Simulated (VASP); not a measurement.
## RbCl: single point with PBE

The system is RbCl.

```
Rb Cl
1.0
     0.00000    3.27400    3.27400
     3.27400    0.00000    3.27400
     3.27400    3.27400    0.00000
Rb Cl
1 1
Direct
  0.00000 0.00000 0.00000
  0.50000 0.50000 0.50000
```

```yaml
Program: VASP 6.6.1
Task: single point
Functional: PBE
Potentials_or_basis: VASP PAW PBE potentials, release 64 (Rb_sv, Cl)
Cutoff: 500 eV
k_mesh: 6 × 6 × 6
Occupations: gaussian, width 0.01 eV
Spin: no spin polarisation
```

```json
{"Pressure": "1.2 GPa", "Band gap on the k mesh": "5.05 eV"}
```

Levels at points of the mesh, in eV from the valence-band top:
| k point | band 6 | band 7 | band 8 | band 9 | band 10 | band 11 |
| --- | --- | --- | --- | --- | --- | --- |
| (0.00, 0.00, 0.00) | 0.00 | 0.00 | 0.00 | 5.05 | 8.00 | 8.00 |
| (0.50, 0.00, 0.00) | -0.88 | -0.35 | -0.35 | 7.80 | 8.03 | 10.21 |
| (0.50, 0.50, 0.00) | -0.32 | -0.10 | -0.10 | 6.20 | 8.14 | 9.80 |

Wall time 17 s on 1 thread of Intel Xeon 8259CL (shared host), peak memory 0.2 GiB.
